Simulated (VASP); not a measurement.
# SiNi (Pmmn) in VASP: single point with LDA

Aim: the single point of SiNi with LDA.

Everything below comes from runs of VASP 6.6.1. Logs are shortened: lines on timing, memory, paths and dates and some standing lists are left out, and cuts for length are marked.

### Step 1. The cell of the first run

Symmetry: Pmmn, No. 59, orthorhombic system. The conventional cell has a = 3.117 Å, b = 3.372 Å, c = 4.698 Å, α = 90.00°, β = 90.00°, γ = 90.00°. Si (site symmetry mm2) has 6 Ni at 2.34 to 2.46 Å and 6 Si at 2.73 to 3.12 Å within 3.2 Å. Ni (site symmetry mm2) has 6 Si at 2.34 to 2.46 Å and 6 Ni at 2.72 to 3.12 Å within 3.2 Å.

### Step 2. Single point, LDA, collinear spin, ferromagnetic start (equal xx and yy strain of +3 %)

Input file INCAR:

```
SYSTEM = SiNi
PREC = Accurate
ENCUT = 520
EDIFF = 1E-7
ISMEAR = -1
SIGMA = 0.05
LREAL = .FALSE.
LASPH = .TRUE.
NELM = 150
ALGO = Normal
ISIF = 2
LWAVE = .FALSE.
LCHARG = .TRUE.
ISPIN = 2
MAGMOM = 0 0 1.5 1.5
LORBIT = 11
LMAXMIX = 4
LELF = .TRUE.
LVHAR = .TRUE.
NBANDS = 26
```

Input file KPOINTS:

```
Automatic mesh
0
G
  11 10 7
  0 0 0
```

Input file POSCAR:

```
SiNi
1.0
    3.1174186000      0.0000000000      0.0000000000
    0.0000000000      3.3717050000      0.0000000000
    0.0000000000      0.0000000000      4.6977600000
Si Ni
2 2
Direct
    0.5000000000      0.5000000000      0.8423000000
    0.0000000000      0.0000000000      0.1577000000
    0.5000000000      0.5000000000      0.3442200000
    0.0000000000      0.0000000000      0.6557800000
```

Potentials or basis: VASP PAW LDA potentials, release 64 (Si, Ni).

The run is started by

```console
$ cat potpaw_LDA.64/Si/POTCAR potpaw_LDA.64/Ni/POTCAR > POTCAR
$ mpirun -np 1 vasp_std > vasp.out
```

OUTCAR:

```text
SYSTEM = SiNi
   PREC = Accurate
   ENCUT = 520
   EDIFF = 1E-7
   ISMEAR = -1
   LREAL = .FALSE.
   LASPH = .TRUE.
   NELM = 150
   ISIF = 2
   ISPIN = 2
   LORBIT = 11

 ion  position               nearest neighbor table
   1  0.500  0.500  0.842-   3 2.34   3 2.36   4 2.46   4 2.46   4 2.46   4 2.46   2 2.73   2 2.73
                             2 2.73   2 2.73
   2  0.000  0.000  0.158-   4 2.34   4 2.36   3 2.46   3 2.46   3 2.46   3 2.46   1 2.73   1 2.73
                             1 2.73   1 2.73
   3  0.500  0.500  0.344-   1 2.34   1 2.36   2 2.46   2 2.46   2 2.46   2 2.46   4 2.72   4 2.72
                             4 2.72   4 2.72
   4  0.000  0.000  0.656-   2 2.34   2 2.36   1 2.46   1 2.46   1 2.46   1 2.46   3 2.72   3 2.72
                             3 2.72   3 2.72

  LATTYP: Found a simple orthorhombic cell.
 ALAT       =     3.1174186000
 B/A-ratio  =     1.0815695396
 C/A-ratio  =     1.5069391066

  Lattice vectors:

 A1 = (   3.1174186000,   0.0000000000,   0.0000000000)
 A2 = (   0.0000000000,   3.3717050000,   0.0000000000)
 A3 = (   0.0000000000,   0.0000000000,   4.6977600000)

Analysis of symmetry for initial positions (statically):
=====================================================================
 Subroutine PRICEL returns:
 Original cell was already a primitive cell.

 Routine SETGRP: Setting up the symmetry group for a
 simple orthorhombic supercell.

 Subroutine GETGRP returns: Found  8 space group operations
 (whereof  4 operations were pure point group operations)
 out of a pool of  8 trial point group operations.

The static configuration has the point symmetry C_2v.
 The point group associated with its full space group is D_2h.

Analysis of symmetry for dynamics (positions and initial velocities):
=====================================================================
 Subroutine PRICEL returns:
 Original cell was already a primitive cell.

 Routine SETGRP: Setting up the symmetry group for a
 simple orthorhombic supercell.

 Subroutine GETGRP returns: Found  8 space group operations
 (whereof  4 operations were pure point group operations)
 out of a pool of  8 trial point group operations.

The dynamic configuration has the point symmetry C_2v.
 The point group associated with its full space group is D_2h.

Analysis of structural, dynamic, and magnetic symmetry:
=====================================================================
 Subroutine PRICEL returns:
 Original cell was already a primitive cell.

 Routine SETGRP: Setting up the symmetry group for a
 simple orthorhombic supercell.

 Subroutine GETGRP returns: Found  8 space group operations
 (whereof  4 operations were pure point group operations)
 out of a pool of  8 trial point group operations.

The overall configuration has the point symmetry C_2v.
 The point group associated with its full space group is D_2h.

 Subroutine INISYM returns: Found  8 space group operations
 (whereof  4 operations are pure point group operations),
 and found     1 'primitive' translations

----------------------------------------------------------------------------------------

                                     Primitive cell

  volume of cell :      49.3782

  direct lattice vectors                    reciprocal lattice vectors
     3.117418600  0.000000000  0.000000000     0.320778223  0.000000000  0.000000000
     0.000000000  3.371705000  0.000000000     0.000000000  0.296585852  0.000000000
     0.000000000  0.000000000  4.697760000     0.000000000  0.000000000  0.212867409

  length of vectors
     3.117418600  3.371705000  4.697760000     0.320778223  0.296585852  0.212867409

  position of ions in fractional coordinates (direct lattice)
     0.500000000  0.500000000  0.842300000
     0.000000000  0.000000000  0.157700000
     0.500000000  0.500000000  0.344220000
     0.000000000  0.000000000  0.655780000

  ion indices of the primitive-cell ions
   primitive index   ion index
                 1           1
                 2           2
                 3           3
                 4           4

----------------------------------------------------------------------------------------

 KPOINTS: Automatic mesh

Automatic generation of k-mesh.
 Grid dimensions read from file:
 generate k-points for:   11   10    7

 Generating k-lattice:

  Cartesian coordinates                     Fractional coordinates (reciprocal lattice)
     0.029161657  0.000000000  0.000000000     0.090909091  0.000000000  0.000000000
     0.000000000  0.029658585  0.000000000     0.000000000  0.100000000  0.000000000
     0.000000000  0.000000000  0.030409630     0.000000000  0.000000000  0.142857143

  Length of vectors
     0.029161657  0.029658585  0.030409630

  Shift w.r.t. Gamma in fractional coordinates (k-lattice)
     0.000000000  0.000000000  0.000000000

 Subroutine IBZKPT returns following result:
 ===========================================

 Found    144 irreducible k-points:

 Following reciprocal coordinates:
            Coordinates               Weight
  0.000000  0.000000  0.000000      1.000000
  0.090909  0.000000  0.000000      2.000000
  0.181818  0.000000  0.000000      2.000000
  0.272727  0.000000  0.000000      2.000000
  0.363636  0.000000  0.000000      2.000000
  0.454545  0.000000  0.000000      2.000000
[... 16 lines left out ...]
  0.363636  0.300000  0.000000      4.000000
  0.454545  0.300000  0.000000      4.000000
 [... further k-points ...]
   k-points           NKPTS =    144   k-points in BZ     NKDIM =    144   number of bands    NBANDS=     26
   number of dos      NEDOS =    301   number of ions     NIONS =      4
   total plane-waves  NPLWV =  24192
   dimension x,y,z NGX =    24 NGY =   28 NGZ =   36
   dimension x,y,z NGXF=    48 NGYF=   56 NGZF=   72
   ions per type =               2   2
   NGX,Y,Z   is equivalent  to a cutoff of  12.80, 13.81, 12.74 a.u.
   NGXF,Y,Z  is equivalent  to a cutoff of  25.60, 27.61, 25.48 a.u.
 SYSTEM =  SiNi
   PREC   = accura    normal or accurate (medium, high low for compatibility)
   ISTART =      0    job   : 0-new  1-cont  2-samecut
   ICHARG =      2    charge: 1-file 2-atom 10-const
   ISPIN  =      2    spin polarized calculation?
   LNONCOLLINEAR =      F non collinear calculations
   LSORBIT =      F    spin-orbit coupling
   LASPH  =      T    aspherical Exc in radial PAW
   ENCUT  =  520.0 eV  38.22 Ry    6.18 a.u.   5.80  6.27  8.73*2*pi/ulx,y,z
   NELM   =    150;   NELMIN=  2; NELMDL= -5     # of ELM steps
   EDIFF  = 0.1E-06   stopping-criterion for ELM
   LREAL  =      F    real-space projection
   EDIFFG = 0.1E-05   stopping-criterion for IOM
   NSW    =      0    number of steps for IOM
   IBRION =     -1    ionic relax: 0-MD 1-quasi-New 2-CG
   NFREE  =      0    steps in history (QN), initial steepest desc. (CG)
   ISIF   =      2    stress and relaxation
   ISYM   =      2    0-nonsym 1-usesym 2-fastsym
   POTIM  = 0.5000    time-step for ionic-motion
   TEBEG  =    0.0;   TEEND  =   0.0 temperature during run
   PSTRESS=    0.0 pullay stress
   NELECT =      28.0000    total number of electrons
   NUPDOWN=      -1.0000    fix difference up-down
   EMIN   =  10.00;   EMAX   =-10.00  energy-range for DOS
   EFERMI =   0.00;   METHOD = LEGACY
   ISMEAR =    -1;   SIGMA  =   0.05  broadening in eV -4-tet -1-fermi 0-gaus
   EFERMI_NEDOS =   21; number of points for ismear=-14 and -15
   IALGO  =     38    algorithm
   IMIX   =      4    mixing-type and parameters
     AMIX     =   0.40;   BMIX     =  1.00
     AMIX_MAG =   1.60;   BMIX_MAG =  1.00
  volume/ion in A,a.u.               =      12.34        83.31
  Fermi-wavevector in a.u.,A,eV,Ry     =   1.355030  2.560636 24.981753  1.836107
  Thomas-Fermi vector in A             =   2.482152
   LORBIT       =     11    0 simple, 1 ext, 2 COOP (PROOUT), +10 PAW based schemes
   GGA     = CA    functional components
   LHFCALC =     F    Hartree Fock is set to
   AEXX    =    0.0000 exact exchange contribution
   IVDW    =     0    specifies the selected vdW correction
   LEPSILON=     F    determine dielectric tensor
   LRPA    =     F    only Hartree local field effects (RPA)
 spin polarized calculation
  energy-cutoff  :      520.00
  volume of cell :       49.38
 maximum number of plane-waves:      1351
 NGX is ok and might be reduce to    24
   NGX = 11   NGY = 13   NGZ = 17

 number of electron      28.0000021 magnetization      -0.0002227

 number of electron      28.0000021 magnetization       0.0000199

 Free energy of the ion-electron system (eV)
  ---------------------------------------------------
  ext. energy  EPLUGINS =         0.00000000
  ---------------------------------------------------
  free energy    TOTEN  =       -27.00181527 eV

  energy without entropy =      -26.98923798  energy(sigma->0) =      -26.99552662

 E-fermi :  10.1737     XC(G=0): -12.3581

 val. band max:       10.1683203454   @ k =   0.4545   0.3000   0.4286
 cond. band min:      10.1831799751   @ k =   0.3636   0.5000   0.4286
 fundamental gap:      0.0148596297
 Fermi energy:        10.1736905390

 spin component 1

 k-point     1 :       0.0000    0.0000    0.0000
  band No.  band energies     occupation
      1      -2.9733      1.00000
      2       2.6221      1.00000
      3       4.3482      1.00000
      4       6.4688      1.00000
      5       6.9068      1.00000
      6       7.4095      1.00000
[... 18 lines left out ...]
     25      22.9866      0.00000
     26      23.1805      0.00000

 k-point     2 :       0.0909    0.0000    0.0000
  band No.  band energies     occupation
      1      -2.8503      1.00000
      2       2.7030      1.00000
      3       4.4444      1.00000
      4       6.4147      1.00000
      5       6.9506      1.00000
      6       7.3548      1.00000
[... 18 lines left out ...]
     25      21.5961      0.00000
[... 608 lines left out ...]
     25      24.9143      0.00000
     26      24.9307      0.00000

 k-point    24 :       0.4545    0.3000    0.0000
  band No.  band energies     occupation
      1       0.9440      1.00000
      2       1.9878      1.00000
      3       4.8594      1.00000
      4       5.3582      1.00000
      5       6.4236      1.00000
      6       6.4363      1.00000
[... 18 lines left out ...]
     25      25.7664      0.00000
     26      26.2059      0.00000

 [... further k-points ...]

 spin component 2

 k-point     1 :       0.0000    0.0000    0.0000
  band No.  band energies     occupation
      1      -2.9733      1.00000
      2       2.6221      1.00000
      3       4.3482      1.00000
      4       6.4688      1.00000
      5       6.9068      1.00000
      6       7.4095      1.00000
[... 18 lines left out ...]
     25      22.9866      0.00000
     26      23.1806      0.00000

 k-point     2 :       0.0909    0.0000    0.0000
  band No.  band energies     occupation
      1      -2.8503      1.00000
      2       2.7030      1.00000
      3       4.4444      1.00000
      4       6.4147      1.00000
      5       6.9506      1.00000
      6       7.3548      1.00000
[... 18 lines left out ...]
     25      21.5961      0.00000
[... 608 lines left out ...]
     25      24.9143      0.00000
     26      24.9307      0.00000

 k-point    24 :       0.4545    0.3000    0.0000
  band No.  band energies     occupation
      1       0.9440      1.00000
      2       1.9878      1.00000
      3       4.8594      1.00000
      4       5.3582      1.00000
      5       6.4236      1.00000
      6       6.4363      1.00000
[... 18 lines left out ...]
     25      25.7664      0.00000
     26      26.2059      0.00000

 [... further k-points ...]

------------------------ aborting loop because EDIFF is reached ----------------------------------------

  FORCE on cell =-STRESS in cart. coord.  units (eV):
  Direction    XX          YY          ZZ          XY          YZ          ZX
  --------------------------------------------------------------------------------------
  -------------------------------------------------------------------------------------
  Total       -5.0337409     -5.5756616     -5.0449990      0.0000000      0.0000000      0.0000000
  in kB     -163.3299850   -180.9137056   -163.6952758      0.0000000      0.0000000      0.0000000
  external PRESSURE =    -169.3129888 kB  Pullay stress =       0.0000000 kB

 VOLUME and BASIS-vectors are now :
 -----------------------------------------------------------------------------
  energy-cutoff  :      520.00
  volume of cell :       49.38
      direct lattice vectors                 reciprocal lattice vectors
     3.117418600  0.000000000  0.000000000     0.320778223  0.000000000  0.000000000
     0.000000000  3.371705000  0.000000000     0.000000000  0.296585852  0.000000000
     0.000000000  0.000000000  4.697760000     0.000000000  0.000000000  0.212867409

 POSITION                                       TOTAL-FORCE (eV/Angst)
 -----------------------------------------------------------------------------------
      1.55871      1.68585      3.95692         0.000000      0.000000     -0.220603
      0.00000      0.00000      0.74084         0.000000      0.000000      0.220603
      1.55871      1.68585      1.61706         0.000000      0.000000     -0.174027
      0.00000      0.00000      3.08070         0.000000      0.000000      0.174027
 -----------------------------------------------------------------------------------
    total drift:                                0.000000      0.000000      0.000000

  FREE ENERGIE OF THE ION-ELECTRON SYSTEM (eV)
  ---------------------------------------------------
  free  energy   TOTEN  =       -27.0018152660 eV

  energy  without entropy=      -26.9892379792  energy(sigma->0) =      -26.99552662

 total charge

# of ion       s       p       d       tot
------------------------------------------
    1        0.762   0.824   0.000   1.585
    2        0.762   0.824   0.000   1.585
    3        0.459   0.544   8.451   9.454
    4        0.459   0.544   8.451   9.454
--------------------------------------------------
tot          2.442   2.736  16.902  22.079

 magnetization (x)

# of ion       s       p       d       tot
------------------------------------------
    1        0.000  -0.000   0.000  -0.000
    2        0.000  -0.000   0.000  -0.000
    3        0.000   0.000  -0.000  -0.000
    4        0.000   0.000  -0.000  -0.000
--------------------------------------------------
tot          0.000  -0.000  -0.000  -0.000
```

Run time: 4.1 min. Hardware: 1 thread of Intel Xeon Platinum 8488C (Sapphire Rapids), shared host; peak memory 0.34 GiB.

Results:

| Item | Value |
| --- | --- |
| Free energy | -27.0018 eV |
| Pressure | -16.9 GPa |
| Largest force | 0.221 eV/Å |
| Band gap on the k mesh | zero (filled and empty bands overlap) |
| Net moment | 0.00 μB per cell |
| Valence electrons inside the program's atomic spheres | Si 1.58; Ni 9.45 |

Forces in eV/Å, atoms in the order of the input:
```
Si   0.000  0.000 -0.221
Si   0.000  0.000  0.221
Ni   0.000  0.000 -0.174
Ni   0.000  0.000  0.174
```

Caveat: the cell differs from its parent crystal (equal xx and yy strain of +3 %); the cell stands under tension.
